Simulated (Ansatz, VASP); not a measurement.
NaCl in VASP and in Ansatz

File INCAR:

```
ALGO     = Normal         # electronic algorithm
EDIFF    = 1E-6           # SCF threshold, eV
ENCUT    = 500            # plane-wave cutoff, eV
GGA      = RE             # functional
GGA_COMPAT= F            
ISIF     = 2              # what is computed and relaxed
ISMEAR   = 0              # smearing method
LASPH    = T              # aspherical terms in the spheres
LCHARG   = F              # write CHGCAR
LREAL    = F              # projectors in reciprocal space
LWAVE    = F              # write WAVECAR
NBANDS   = 14             # bands
NELM     = 120            # most SCF steps
PREC     = Accurate       # precision mode
SIGMA    = 0.01           # smearing width, eV
```

KPOINTS

```
k-points
0
Gamma
  4 4 4
```

The input POSCAR:

```
NaCl
1.0
    0.0000000000      2.8100000000      2.8100000000
    2.8100000000      0.0000000000      2.8100000000
    2.8100000000      2.8100000000      0.0000000000
Na Cl
1 1
Direct
    0.0000000000      0.0000000000      0.0000000000
    0.5000000000      0.5000000000      0.5000000000
```

Input for Ansatz:

```yaml
crystal:
  lattice:
    - [0.0, 2.81, 2.81]
    - [2.81, 0.0, 2.81]
    - [2.81, 2.81, 0.0]
  atoms:
    - { symbol: Na, position: [0.0, 0.0, 0.0] }
    - { symbol: Cl, position: [0.5, 0.5, 0.5] }
kpoints:
  mp_grid:
    grid: [4, 4, 4]
hamiltonian:
  xc: revpbe
  pseudopotentials:
    kind: paw
scf:
  occupations:
    method: fixed
output:
  eigenvalues: true
```

Alike in both runs: task single point; functional revPBE; k mesh 4 × 4 × 4; no spin polarisation.

```csv
,VASP,Ansatz
version,VASP 6.6.1,Ansatz 0.2.0
potentials or method,"VASP PAW PBE potentials, release 64 (Na_pv, Cl)","plane waves, PAW"
plane-wave cutoff (eV),500,420
occupations,"gaussian, width 0.01 eV",fixed
valence electrons in the cell,14,16
```

|  | VASP | Ansatz | Ansatz less VASP |
| --- | --- | --- | --- |
| gap on the k mesh at the Fermi level (eV) | 5.42 | 5.42 | 0.000 |

VASP's potentials were made for PBE, not for revPBE. VASP's potentials hold 14 valence electrons a cell and Ansatz's 16, so a difference there can come from the potentials and not from the codes.

The k mesh is coarse, so the values compare programs but aren't converged.
